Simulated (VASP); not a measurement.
# I (P6_3/mmc) in VASP: further runs

The runs below take I through relaxation of cell and atoms, single point, with PBEsol.

Program: VASP 6.6.1. These are calculated values, not measurements. Logs are shortened: lines on timing, memory, paths and dates and some standing lists are left out, and cuts for length are marked.

## 1. The cell of the first run

It takes space group P6_3/mmc (No. 194, hexagonal). The conventional cell has a = 5.034 Å, b = 5.034 Å, c = 8.307 Å, α = 90.00°, β = 90.00°, γ = 120.00°. I (site symmetry 3m) has 4 I at 3.09 to 3.12 Å within 4.1 Å.

## 2. Relaxation of cell and atoms, PBEsol

File INCAR:

```
SYSTEM = I
  ALGO = Normal
  EDIFF = 1E-6
  EDIFFG = -0.04
  ENCUT = 600
  GGA = PS
  IBRION = 2
  ISIF = 3
  ISMEAR = 0
  LASPH = .TRUE.
  LCHARG = .FALSE.
  LREAL = .FALSE.
  LWAVE = .FALSE.
  NELM = 60
  NSW = 90
  PREC = Accurate
  SIGMA = 0.1
```

File KPOINTS:

```
k-points
0
G
  6 6 2
  0 0 0
```

File POSCAR:

```
I
1.0
    5.0344120681      0.0000000000      0.0000000000
   -2.5172060341      4.3599287441      0.0000000000
    0.0000000000      0.0000000000      8.3067799124
I
4
Direct
    0.3333333333      0.6666666667      0.4375000000
    0.6666666667      0.3333333333      0.9375000000
    0.6666666667      0.3333333333      0.5625000000
    0.3333333333      0.6666666667      0.0625000000
```

Potentials or basis: VASP PAW PBE potentials, release 64 (I).

The run is started by

```sh
cat potpaw_PBE.64/I/POTCAR > POTCAR
mpirun -np 1 vasp_std > vasp.out
```

OUTCAR:

```text
SYSTEM = I
   EDIFF = 1E-6
   EDIFFG = -0.04
   ENCUT = 600
   GGA = PS
   IBRION = 2
   ISIF = 3
   ISMEAR = 0
   LASPH = .TRUE.
   LREAL = .FALSE.
   NELM = 60
   NSW = 90
   PREC = Accurate

 ion  position               nearest neighbor table
   1  0.333  0.667  0.438-   3 3.09   3 3.09   3 3.09   4 3.12
   2  0.667  0.333  0.938-   4 3.09   4 3.09   4 3.09   3 3.12
   3  0.667  0.333  0.562-   1 3.09   1 3.09   1 3.09   2 3.12
   4  0.333  0.667  0.062-   2 3.09   2 3.09   2 3.09   1 3.12

  LATTYP: Found a hexagonal cell.
 ALAT       =     5.0344120681
 C/A-ratio  =     1.6500000000

  Lattice vectors:

 A1 = (   5.0344120681,   0.0000000000,   0.0000000000)
 A2 = (  -2.5172060341,   4.3599287441,   0.0000000000)
 A3 = (   0.0000000000,   0.0000000000,   8.3067799124)

Analysis of symmetry for initial positions (statically):
=====================================================================
 Subroutine PRICEL returns:
 Original cell was already a primitive cell.

 Routine SETGRP: Setting up the symmetry group for a
 hexagonal supercell.

 Subroutine GETGRP returns: Found 24 space group operations
 (whereof 12 operations were pure point group operations)
 out of a pool of 24 trial point group operations.

The static configuration has the point symmetry D_3d.
 The point group associated with its full space group is D_6h.

Analysis of symmetry for dynamics (positions and initial velocities):
=====================================================================
 Subroutine PRICEL returns:
 Original cell was already a primitive cell.

 Routine SETGRP: Setting up the symmetry group for a
 hexagonal supercell.

 Subroutine GETGRP returns: Found 24 space group operations
 (whereof 12 operations were pure point group operations)
 out of a pool of 24 trial point group operations.

The dynamic configuration has the point symmetry D_3d.
 The point group associated with its full space group is D_6h.

 Subroutine INISYM returns: Found 24 space group operations
 (whereof 12 operations are pure point group operations),
 and found     1 'primitive' translations

----------------------------------------------------------------------------------------

                                     Primitive cell

  volume of cell :     182.3311

  direct lattice vectors                    reciprocal lattice vectors
     5.034412068  0.000000000  0.000000000     0.198632926  0.114680773  0.000000000
    -2.517206034  4.359928744  0.000000000     0.000000000  0.229361547  0.000000000
     0.000000000  0.000000000  8.306779912     0.000000000  0.000000000  0.120383592

  length of vectors
     5.034412068  5.034412068  8.306779912     0.229361547  0.229361547  0.120383592

  position of ions in fractional coordinates (direct lattice)
     0.333333333  0.666666667  0.437500000
     0.666666667  0.333333333  0.937500000
     0.666666667  0.333333333  0.562500000
     0.333333333  0.666666667  0.062500000

  ion indices of the primitive-cell ions
   primitive index   ion index
                 1           1
                 2           2
                 3           3
                 4           4

----------------------------------------------------------------------------------------

 KPOINTS: k-points

Automatic generation of k-mesh.
 Grid dimensions read from file:
 generate k-points for:    6    6    2

 Generating k-lattice:

  Cartesian coordinates                     Fractional coordinates (reciprocal lattice)
     0.033105488  0.019113462  0.000000000     0.166666667  0.000000000  0.000000000
     0.000000000  0.038226924  0.000000000     0.000000000  0.166666667  0.000000000
     0.000000000  0.000000000  0.060191796     0.000000000  0.000000000  0.500000000

  Length of vectors
     0.038226924  0.038226924  0.060191796

  Shift w.r.t. Gamma in fractional coordinates (k-lattice)
     0.000000000  0.000000000  0.000000000

 Subroutine IBZKPT returns following result:
 ===========================================

 Found     14 irreducible k-points:

 Following reciprocal coordinates:
            Coordinates               Weight
  0.000000  0.000000  0.000000      1.000000
  0.166667  0.000000  0.000000      6.000000
  0.333333  0.000000  0.000000      6.000000
  0.500000  0.000000  0.000000      3.000000
  0.166667  0.166667  0.000000      6.000000
  0.333333  0.166667  0.000000     12.000000
  0.333333  0.333333  0.000000      2.000000
  0.000000  0.000000  0.500000      1.000000
  0.166667  0.000000  0.500000      6.000000
  0.333333  0.000000  0.500000      6.000000
  0.500000  0.000000  0.500000      3.000000
  0.166667  0.166667  0.500000      6.000000
  0.333333  0.166667  0.500000     12.000000
  0.333333  0.333333  0.500000      2.000000
   k-points           NKPTS =     14   k-points in BZ     NKDIM =     14   number of bands    NBANDS=     18
   number of dos      NEDOS =    301   number of ions     NIONS =      4
   total plane-waves  NPLWV = 112000
   dimension x,y,z NGX =    40 NGY =   40 NGZ =   70
   dimension x,y,z NGXF=    80 NGYF=   80 NGZF=  140
   ions per type =               4
   NGX,Y,Z   is equivalent  to a cutoff of  13.21, 13.21, 14.01 a.u.
   NGXF,Y,Z  is equivalent  to a cutoff of  26.42, 26.42, 28.02 a.u.
 SYSTEM =  I
   PREC   = accura    normal or accurate (medium, high low for compatibility)
   ISTART =      0    job   : 0-new  1-cont  2-samecut
   ICHARG =      2    charge: 1-file 2-atom 10-const
   ISPIN  =      1    spin polarized calculation?
   LNONCOLLINEAR =      F non collinear calculations
   LSORBIT =      F    spin-orbit coupling
   LASPH  =      T    aspherical Exc in radial PAW
   ENCUT  =  600.0 eV  44.10 Ry    6.64 a.u.  10.05 10.05 16.59*2*pi/ulx,y,z
   NELM   =     60;   NELMIN=  2; NELMDL= -5     # of ELM steps
   EDIFF  = 0.1E-05   stopping-criterion for ELM
   LREAL  =      F    real-space projection
   EDIFFG = -.4E-01   stopping-criterion for IOM
   NSW    =     90    number of steps for IOM
   IBRION =      2    ionic relax: 0-MD 1-quasi-New 2-CG
   NFREE  =      1    steps in history (QN), initial steepest desc. (CG)
   ISIF   =      3    stress and relaxation
   ISYM   =      2    0-nonsym 1-usesym 2-fastsym
   POTIM  = 0.5000    time-step for ionic-motion
   TEBEG  =    0.0;   TEEND  =   0.0 temperature during run
   PSTRESS=    0.0 pullay stress
   NELECT =      28.0000    total number of electrons
   NUPDOWN=      -1.0000    fix difference up-down
   EMIN   =  10.00;   EMAX   =-10.00  energy-range for DOS
   EFERMI =   0.00;   METHOD = LEGACY
   ISMEAR =     0;   SIGMA  =   0.10  broadening in eV -4-tet -1-fermi 0-gaus
   EFERMI_NEDOS =   21; number of points for ismear=-14 and -15
   IALGO  =     38    algorithm
   IMIX   =      4    mixing-type and parameters
     AMIX     =   0.40;   BMIX     =  1.00
     AMIX_MAG =   1.60;   BMIX_MAG =  1.00
  volume/ion in A,a.u.               =      45.58       307.61
  Fermi-wavevector in a.u.,A,eV,Ry     =   0.876679  1.656683 10.456974  0.768566
  Thomas-Fermi vector in A             =   1.996522
   LORBIT       =      0    0 simple, 1 ext, 2 COOP (PROOUT), +10 PAW based schemes
   GGA     = PS    functional components
   LHFCALC =     F    Hartree Fock is set to
   AEXX    =    0.0000 exact exchange contribution
   IVDW    =     0    specifies the selected vdW correction
   LEPSILON=     F    determine dielectric tensor
   LRPA    =     F    only Hartree local field effects (RPA)
 conjugate gradient relaxation of ions
 non-spin polarized calculation
 Gauss-broadening in eV      SIGMA  =   0.10
  energy-cutoff  :      600.00
  volume of cell :      182.33
 maximum number of plane-waves:      6104
   NGX = 21   NGY = 21   NGZ = 33

--------------------------------------- Ionic step        1  -------------------------------------------

 number of electron      27.9999998 magnetization

 Free energy of the ion-electron system (eV)
  ---------------------------------------------------
  ext. energy  EPLUGINS =         0.00000000
  ---------------------------------------------------
  free energy    TOTEN  =        -4.31231619 eV

  energy without entropy =       -4.28135011  energy(sigma->0) =       -4.29683315

------------------------ aborting loop because EDIFF is reached ----------------------------------------

  FORCE on cell =-STRESS in cart. coord.  units (eV):
  Direction    XX          YY          ZZ          XY          YZ          ZX
  --------------------------------------------------------------------------------------
  -------------------------------------------------------------------------------------
  Total        5.0514788      5.0514788      4.4197924     -0.0000000      0.0000000      0.0000000
  in kB       44.3882742     44.3882742     38.8375294     -0.0000000      0.0000000      0.0000000
  external PRESSURE =      42.5380260 kB  Pullay stress =       0.0000000 kB
[... 95 lines left out ...]
  FREE ENERGIE OF THE ION-ELECTRON SYSTEM (eV)
  ---------------------------------------------------
  free  energy   TOTEN  =        -4.7382423186 eV

  energy  without entropy=       -4.6942609456  energy(sigma->0) =       -4.71625163

 E-fermi :  -0.2822     XC(G=0):  -5.9343

 val. band max:       -0.6741856686   @ k =   0.3333   0.3333   0.0000
 cond. band min:       0.0837646811   @ k =   0.0000   0.0000   0.0000
 fundamental gap:      0.7579503497
 Fermi energy:        -0.2822167060

 k-point     1 :       0.0000    0.0000    0.0000
  band No.  band energies     occupation
      1     -13.8764      2.00000
      2     -13.6295      2.00000
      3     -12.0377      2.00000
      4     -11.5439      2.00000
      5      -4.9245      2.00000
      6      -4.1104      2.00000
[... 10 lines left out ...]
     17       3.6924      0.00000
     18       4.0211      0.00000
[... 256 lines left out ...]
      2     -13.7398      2.00000
      3     -11.7852      2.00000
      4     -11.7852      2.00000
      5      -4.6066      2.00000
      6      -4.6066      2.00000
[... 10 lines left out ...]
     17       5.6864      0.00000
     18       5.6864      0.00000

[... ionic steps 4 to 86 ...]

--------------------------------------- Ionic step       87  -------------------------------------------

 number of electron      28.0000003 magnetization

------------------------ aborting loop because EDIFF is reached ----------------------------------------

  FORCE on cell =-STRESS in cart. coord.  units (eV):
  Direction    XX          YY          ZZ          XY          YZ          ZX
  --------------------------------------------------------------------------------------
  -------------------------------------------------------------------------------------
  Total        0.0252968      0.0252968      0.2754467     -0.0000000      0.0000000      0.0000000
  in kB        0.2270517      0.2270517      2.4722722     -0.0000000      0.0000000      0.0000000
  external PRESSURE =       0.9754585 kB  Pullay stress =       0.0000000 kB
[... 61 lines left out ...]
  energy  without entropy=       -6.4790758547  energy(sigma->0) =       -6.48125285

--------------------------------------- Ionic step       89  -------------------------------------------

 number of electron      28.0000003 magnetization

 Free energy of the ion-electron system (eV)
  ---------------------------------------------------
  ext. energy  EPLUGINS =         0.00000000
  ---------------------------------------------------
  free energy    TOTEN  =        -6.48373695 eV

  energy without entropy =       -6.47943325  energy(sigma->0) =       -6.48158510

 E-fermi :   2.5709     XC(G=0):  -7.9486

 val. band max:        2.4738171939   @ k =   0.1667   0.0000   0.0000
 cond. band min:       2.7385474972   @ k =   0.1667   0.0000   0.0000
 fundamental gap:      0.2647303033
 Fermi energy:         2.5708506264

 k-point     1 :       0.0000    0.0000    0.0000
  band No.  band energies     occupation
      1     -11.3999      2.00000
      2     -10.8517      2.00000
      3      -9.7723      2.00000
      4      -8.6591      2.00000
      5      -2.8790      2.00000
      6      -0.6763      2.00000
[... 10 lines left out ...]
     17       6.4723      0.00000
     18       6.7527      0.00000
[... 302 lines left out ...]
  FREE ENERGIE OF THE ION-ELECTRON SYSTEM (eV)
  ---------------------------------------------------
  free  energy   TOTEN  =        -6.4837369525 eV

  energy  without entropy=       -6.4794332547  energy(sigma->0) =       -6.48158510

 reached required accuracy - stopping structural energy minimisation
```

It took 45 min on 1 thread of Intel Xeon Platinum 8259CL at 2.50GHz (Skylake/Cascade Lake), shared host; peak memory 0.37 GiB.

What came out:

```yaml
Free_energy: -6.4837 eV
Relaxed_volume: 44.68 Å³/atom
Relaxed_cell: a = 4.412 Å, b = 4.412 Å, c = 10.601 Å, α = 90.00°, β = 90.00°, γ = 120.00°
Space_group_after_relaxing_to_0.1_Å: P6_3/mmc (No. 194)
Energy_gained_by_relaxing: 542.9 meV/atom
Ionic_steps: 89
Pressure_after_relaxing: 0.0 GPa
Largest_force_after_relaxing: 0.013 eV/Å
Band_gap_on_the_k_mesh: zero (bands 14 and 15 overlap by 0.03 eV)
```

Forces on the atoms (eV/Å):
```
I    0.000  0.000  0.013
I    0.000  0.000  0.013
I    0.000  0.000 -0.013
I    0.000  0.000 -0.013
```

Step by step:
```
step  energy change (eV)  largest force (eV/Å)  pressure (GPa)  volume (Å³)
   1              0.0000                0.1332            4.25       182.33
   4             -0.4260                0.1124           -0.01       220.59
   7             -0.5254                0.7710            0.23       219.88
  10             -0.8145                0.7144            1.35       218.45
  13             -0.8553                0.2985            2.53       217.68
  16             -0.8564                0.2623            2.63       217.74
  19             -0.8608                0.2182            2.76       218.03
  22             -0.9018                0.2315            2.71       220.26
  25             -1.1895                0.1942            2.42       238.69
  28             -1.5690                0.2895            0.72       289.93
  31             -1.6231                0.2736           -0.12       312.91
  34             -1.6416                0.0666           -0.02       323.11
  37             -1.6487                0.0623            0.01       333.42
  40             -1.6558                0.0717           -0.17       342.29
  43             -1.6643                0.4426            0.16       344.99
  46             -1.6734                0.2276           -0.01       344.76
  49             -1.6836                0.0760           -0.20       345.94
  52             -1.7123                0.0510           -0.33       329.50
  55             -1.7766                0.8067            0.09       215.32
  58             -1.8353                0.4990           -0.57       249.81
  61             -1.8493                0.3043            0.19       229.19
  64             -1.8681                0.2868           -0.04       234.73
  67             -1.9300                0.6827            0.75       226.83
  70             -1.9530                0.4240            0.41       228.21
  73             -2.0050                0.0683           -0.78       224.45
  76             -2.0307                0.1295           -0.55       222.01
  79             -2.1522                0.2760           -0.80       184.06
  82             -2.1696                0.0990            0.02       176.27
  85             -2.1701                0.0908            0.00       176.63
  88             -2.1711                0.0056           -0.14       179.39
  89             -2.1714                0.0126           -0.04       178.74
```

Final structure:
```cif
data_structure
_symmetry_space_group_name_H-M 'P 1'
_symmetry_Int_Tables_number 1
_cell_length_a 4.4123
_cell_length_b 4.4123
_cell_length_c 10.6012
_cell_angle_alpha 90.000
_cell_angle_beta 90.000
_cell_angle_gamma 120.000
_cell_volume 178.74
loop_
_atom_site_label
_atom_site_type_symbol
_atom_site_fract_x
_atom_site_fract_y
_atom_site_fract_z
_atom_site_occupancy
I1 I 0.33333 0.66667 0.37905 1
I2 I 0.66667 0.33333 0.87905 1
I3 I 0.66667 0.33333 0.62095 1
I4 I 0.33333 0.66667 0.12095 1
```

Caveat: the k points lie up to 0.30 Å⁻¹ apart in the final cell; a cell axis changed by over 15 % at a fixed basis, so the end point is rough; the PAW data sets were made with another functional, which shifts forces and pressure a little; spin-orbit coupling is left out, which moves the levels of the heavy elements.

(Continued in part 2 of 2.)

The gap in the log of VASP goes by the Fermi energy; the results here count the filled bands.